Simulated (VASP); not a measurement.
A run of VASP 6.6.1 is set up as follows.

File INCAR:

```
PREC = Accurate ; ENCUT = 520
EDIFF = 1E-6 ; ISMEAR = 0
SIGMA = 0.1 ; LREAL = False
LASPH = True ; NELM = 80
ALGO = Fast ; ISIF = 2
LWAVE = False ; LCHARG = False
GGA = PE ; NBANDS = 42
```

File KPOINTS:

```
Automatic mesh
0
Gamma
  18 18 4
```

POSCAR

```
Ir2Rh
1.0
    2.7407272518      0.0000000000      0.0000000000
   -1.3703636259      2.3735394249      0.0000000000
    0.0000000000      0.0000000000     13.2917778972
Ir Rh
4 2
Direct
    0.3333333333      0.6666666667      0.9159163839
    0.3333333333      0.6666666667      0.2509280373
    0.6666666667      0.3333333333      0.0840836161
    0.6666666667      0.3333333333      0.7490719627
    0.3333333333      0.6666666667      0.5833912655
    0.6666666667      0.3333333333      0.4166087345
```

Potentials or basis: VASP PAW PBE potentials, release 64 (Ir, Rh_pv).

Command:

```sh
$ cat potpaw_PBE.64/Ir/POTCAR potpaw_PBE.64/Rh_pv/POTCAR > POTCAR
$ mpirun -np 1 vasp_std > vasp.out
```

What does it give for the largest force?

0.020 eV/Å.

Estimate the band gap on the k mesh.

zero (bands 33 and 34 overlap by 2.56 eV).

Estimate the pressure.

0.4 GPa.

Forces on the atoms (eV/Å):
```
Ir   0.000  0.000  0.007
Ir   0.000  0.000  0.020
Ir   0.000  0.000 -0.007
Ir   0.000  0.000 -0.020
Rh   0.000  0.000 -0.020
Rh   0.000  0.000  0.020
```

Caveat: spin-orbit coupling is left out, which moves the levels of the heavy elements.
